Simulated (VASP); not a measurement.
# Li4Nb4O11 (a cell with a defect) in VASP: notebook, part 2 of 3

VASP 6.6.1.

## (3) Single point, PBE (atom 18 moved -0.125 of the way to it and -0.700 Å across, host rigid)

Contents of INCAR:

```
SYSTEM = Li4Nb4O11
ALGO     = Normal         ! electronic algorithm
EDIFF    = 1E-6           ! SCF threshold, eV
ENCUT    = 520            ! plane-wave cutoff, eV
GGA      = PE             ! functional
ISIF     = 2              ! what is computed and relaxed
ISMEAR   = 0              ! smearing method
LASPH    = .TRUE.         ! aspherical terms in the spheres
LCHARG   = .FALSE.        ! write CHGCAR
LREAL    = Auto         
LWAVE    = .FALSE.        ! write WAVECAR
NBANDS   = 80             ! bands
NELECT   = 128.0        
NELM     = 60             ! most SCF steps
PREC     = Accurate       ! precision mode
SIGMA    = 0.05           ! smearing width, eV
```

Contents of KPOINTS:

```
k-points
0
G
  4 4 4
  0 0 0
```

Contents of POSCAR:

```
Li4Nb4O11
1.0
    5.2231019317      0.0000000000      0.0000000000
    0.0000000000      3.0155593063     -4.5984613597
    0.0000000000      6.0311186126      4.5984613597
Li Nb O
4 4 11
Direct
    0.0000000000      0.5000000000      0.2500000000
    0.5000000000      0.0000000000      0.7500000000
    0.0000000000      0.5000000000      0.7500000000
    0.5000000000      0.0000000000      0.2500000000
    0.5000000000      0.5000000000      0.5000000000
    0.0000000000      0.0000000000      0.0000000000
    0.0000000000      0.0000000000      0.5000000000
    0.5000000000      0.5000000000      0.0000000000
    0.8803293659      0.0000000000      0.2500000000
    0.3803293659      0.5000000000      0.7500000000
    0.8098353170      0.6901646830      0.9401646830
    0.8098353170      0.3098353170      0.5598353170
    0.3098353170      0.8098353170      0.0598353170
    0.1196706341      0.0000000000      0.7500000000
    0.6196706341      0.5000000000      0.2500000000
    0.6901646830      0.8098353170      0.5598353170
    0.1901646830      0.3098353170      0.0598353170
    0.0445202246      0.6558828377      0.4401646830
    0.6901646830      0.1901646830      0.9401646830
```

Potentials or basis: VASP PAW PBE potentials, release 64 (Li_sv, Nb_sv, O).

On the command line:

```bash
cat potpaw_PBE.64/Li_sv/POTCAR potpaw_PBE.64/Nb_sv/POTCAR potpaw_PBE.64/O/POTCAR > POTCAR
mpirun -np 1 vasp_std > vasp.out
```

OUTCAR:

```text
SYSTEM = Li4Nb4O11
   EDIFF = 1E-6
   ENCUT = 520
   GGA = PE
   ISIF = 2
   ISMEAR = 0
   LASPH = .TRUE.
   LREAL = Auto
   NELECT = 128.0
   NELM = 60
   PREC = Accurate

 ion  position               nearest neighbor table
   1  0.000  0.500  0.250-  18 1.64  15 1.99  17 1.99
   2  0.500  0.000  0.750-  14 1.99  16 1.99  19 1.99
   3  0.000  0.500  0.750-  10 1.99  11 1.99  12 1.99
   4  0.500  0.000  0.250-   9 1.99  13 1.99
   5  0.500  0.500  0.500-  12 2.00  16 2.00  15 2.00  10 2.00
   6  0.000  0.000  0.000-  13 2.00  19 2.00  17 2.00  11 2.00   9 2.00  14 2.00
   7  0.000  0.000  0.500-  18 1.93  16 2.00  12 2.00   9 2.00  14 2.00
   8  0.500  0.500  0.000-  11 2.00  17 2.00  13 2.00  19 2.00  10 2.00  15 2.00
   9  0.880  0.000  0.250-   4 1.99   6 2.00   7 2.00
  10  0.380  0.500  0.750-   3 1.99   5 2.00   8 2.00
  11  0.810  0.690  0.940-   3 1.99   8 2.00   6 2.00
  12  0.810  0.310  0.560-   3 1.99   5 2.00   7 2.00
  13  0.310  0.810  0.060-   4 1.99   6 2.00   8 2.00
  14  0.120  0.000  0.750-   2 1.99   6 2.00   7 2.00
  15  0.620  0.500  0.250-   1 1.99   5 2.00   8 2.00
  16  0.690  0.810  0.560-   2 1.99   7 2.00   5 2.00
  17  0.190  0.310  0.060-   1 1.99   8 2.00   6 2.00
  18  0.045  0.656  0.440-   1 1.64   7 1.93
  19  0.690  0.190  0.940-   2 1.99   6 2.00   8 2.00

  LATTYP: Found a simple monoclinic cell.
 ALAT       =     5.4990403532
 B/A-ratio  =     0.9498206225
 C/A-ratio  =     1.3791878824
 COS(beta)  =    -0.0709408676

  Lattice vectors:

 A1 = (   0.0000000000,   3.0155593063,  -4.5984613597)
 A2 = (  -5.2231019317,   0.0000000000,   0.0000000000)
 A3 = (   0.0000000000,   6.0311186126,   4.5984613597)

Analysis of symmetry for initial positions (statically):
=====================================================================
 Subroutine PRICEL returns:
 Original cell was already a primitive cell.

[... 178 lines left out ...]
  Thomas-Fermi vector in A             =   2.497974
   LORBIT       =      0    0 simple, 1 ext, 2 COOP (PROOUT), +10 PAW based schemes
   GGA     = PE    functional components
   LHFCALC =     F    Hartree Fock is set to
   AEXX    =    0.0000 exact exchange contribution
   IVDW    =     0    specifies the selected vdW correction
   LEPSILON=     F    determine dielectric tensor
   LRPA    =     F    only Hartree local field effects (RPA)
 non-spin polarized calculation
 Gauss-broadening in eV      SIGMA  =   0.05
  energy-cutoff  :      520.00
  volume of cell :      217.29
 maximum number of plane-waves:      5888
 NGX is ok and might be reduce to    40
   NGX = 19   NGY = 21   NGZ = 29

 number of electron     127.9999975 magnetization

 Free energy of the ion-electron system (eV)
  ---------------------------------------------------
  ext. energy  EPLUGINS =         0.00000000
  ---------------------------------------------------
  free energy    TOTEN  =      -156.79433803 eV

  energy without entropy =     -156.79433803  energy(sigma->0) =     -156.79433803

 E-fermi :   4.1943     XC(G=0): -10.3306

 val. band max:        3.8995026739   @ k =   0.2500   0.0000   0.5000
 cond. band min:       4.4417443987   @ k =   0.0000   0.0000   0.5000
 fundamental gap:      0.5422417248
 Fermi energy:         4.1942853113

 k-point     1 :       0.0000    0.0000    0.0000
  band No.  band energies     occupation
      1     -52.2082      2.00000
      2     -51.7081      2.00000
      3     -50.6903      2.00000
      4     -50.6306      2.00000
      5     -40.2175      2.00000
      6     -39.0694      2.00000
[... 1885 lines left out ...]
     75       8.2002      0.00000
     76       8.4448      0.00000

 [... further k-points ...]

 [bands above 76 left out]

------------------------ aborting loop because EDIFF is reached ----------------------------------------

  FORCE on cell =-STRESS in cart. coord.  units (eV):
  Direction    XX          YY          ZZ          XY          YZ          ZX
  --------------------------------------------------------------------------------------
  -------------------------------------------------------------------------------------
  Total      -22.3900291    -21.4434795    -23.6844955     -1.0297500      0.7019116     -1.2534018
  in kB     -165.0954368   -158.1159452   -174.6403321     -7.5929792      5.1756256     -9.2421016
  external PRESSURE =    -165.9505714 kB  Pullay stress =       0.0000000 kB

 VOLUME and BASIS-vectors are now :
 -----------------------------------------------------------------------------
  energy-cutoff  :      520.00
  volume of cell :      217.29
      direct lattice vectors                 reciprocal lattice vectors
     5.223101932  0.000000000  0.000000000     0.191457110  0.000000000  0.000000000
     0.000000000  3.015559306 -4.598461360     0.000000000  0.110537814 -0.144976029
     0.000000000  6.031118613  4.598461360     0.000000000  0.110537814  0.072488014

 POSITION                                       TOTAL-FORCE (eV/Angst)
 -----------------------------------------------------------------------------------
      0.00000      3.01556     -1.14962        -0.667548     -2.294024     -0.725432
      2.61155      4.52334      3.44885         0.159673      0.634288      0.568783
      0.00000      6.03112      1.14962        -0.099538      0.415351      0.102978
      2.61155      1.50778      1.14962         0.630000     -1.257172     -0.438035
      2.61155      4.52334      0.00000         3.463458      3.159316     -2.053849
      0.00000      0.00000      0.00000        -0.281153      0.066278      0.161757
[... 11 lines left out ...]
      0.23253      4.63254     -0.99197         5.033609      2.236892     -0.085612
      3.60480      6.24370      3.44885        -0.017883      0.164300     -0.144308
 -----------------------------------------------------------------------------------
    total drift:                                0.003596      0.002190     -0.004085

  FREE ENERGIE OF THE ION-ELECTRON SYSTEM (eV)
  ---------------------------------------------------
  free  energy   TOTEN  =      -156.7943380329 eV

  energy  without entropy=     -156.7943380329  energy(sigma->0) =     -156.79433803
```

OSZICAR:

```text
N       E                     dE             d eps       ncg     rms          rms(c)
DAV:   1     0.147757115478E+04    0.14776E+04   -0.67719E+04  5760   0.168E+03
DAV:   2    -0.278916937411E+02   -0.15055E+04   -0.14338E+04  6976   0.601E+02
DAV:   3    -0.183186095181E+03   -0.15529E+03   -0.15361E+03  8464   0.176E+02
DAV:   4    -0.195572294735E+03   -0.12386E+02   -0.12345E+02 10528   0.454E+01
DAV:   5    -0.196629373887E+03   -0.10571E+01   -0.10561E+01  9160   0.957E+00    0.368E+01
DAV:   6    -0.158229192625E+03    0.38400E+02   -0.18005E+02  7736   0.578E+01    0.160E+01
DAV:   7    -0.157363546219E+03    0.86565E+00   -0.22183E+01  8464   0.211E+01    0.736E+00
DAV:   8    -0.156890247989E+03    0.47330E+00   -0.28354E+00  9808   0.807E+00    0.492E+00
DAV:   9    -0.156783425384E+03    0.10682E+00   -0.72113E-01  7344   0.392E+00    0.143E+00
DAV:  10    -0.156795186516E+03   -0.11761E-01   -0.13888E-01  9432   0.171E+00    0.777E-01
DAV:  11    -0.156794124902E+03    0.10616E-02   -0.17739E-02  8520   0.668E-01    0.392E-01
DAV:  12    -0.156794190523E+03   -0.65620E-04   -0.68880E-03  7608   0.412E-01    0.103E-01
DAV:  13    -0.156794326909E+03   -0.13639E-03   -0.11678E-03 10144   0.170E-01    0.695E-02
DAV:  14    -0.156794327696E+03   -0.78688E-06   -0.23142E-04  8504   0.692E-02    0.271E-02
DAV:  15    -0.156794336277E+03   -0.85806E-05   -0.44146E-05  7528   0.333E-02    0.963E-03
DAV:  16    -0.156794337960E+03   -0.16836E-05   -0.88093E-06  7032   0.142E-02    0.668E-03
DAV:  17    -0.156794338033E+03   -0.72461E-07   -0.17387E-06  4560   0.769E-03
   1 F= -.15679434E+03 E0= -.15679434E+03  d E =-.283356E-13
```

stdout:

```text
POSCAR found type information on POSCAR LiNbO
 POSCAR found :  3 types and      19 ions
 scaLAPACK will be used
 LDA part: xc-table for (Slater+PW92), standard interpolation
 POSCAR, INCAR and KPOINTS ok, starting setup
 FFT: planning ... GRIDC
 FFT: planning ... GRID_SOFT
 FFT: planning ... GRID
 WAVECAR not read
 entering main loop
 the old and the new charge density differ
 old charge density:   130.00000 new  128.00000
    0.368E+01
```

Run time: 12 min. Hardware: 1 thread of AMD EPYC 9R45 (Zen 5), shared host; peak memory 0.49 GiB.

What came out:

```yaml
Free_energy: -156.7943 eV
Largest_force: 5.509 eV/Å
```

Forces on the atoms (eV/Å):
```
Li  -0.668 -2.294 -0.725
Li   0.160  0.634  0.569
Li  -0.100  0.415  0.103
Li   0.630 -1.257 -0.438
Nb   3.463  3.159 -2.054
Nb  -0.281  0.066  0.162
Nb  -2.460 -1.699  3.227
Nb   0.215 -0.224 -0.140
O    0.679  1.631 -0.001
O   -0.050 -2.493 -1.352
O   -0.214  0.060 -0.030
O   -2.182 -0.604 -0.185
O    0.081  0.154  0.165
O    0.382 -1.706 -1.706
O   -1.493  1.720  1.960
O   -3.420 -0.123  0.464
O    0.240  0.159  0.213
O    5.034  2.237 -0.086
O   -0.018  0.164 -0.144
```

Caveat: the cell carries a net charge on a neutralising background, which shifts energy and pressure; the cell differs from its parent crystal (atom 18 moved -0.125 of the way to it and -0.700 Å across, host rigid); the cell is charged against a uniform background, so pressure and absolute levels hang on convention; the cutoff is under 1.25 times the usual one of these potentials, so pressure, stress and relaxed cells hold a basis-set (Pulay) error.

(Continued in part 3 of 3.)
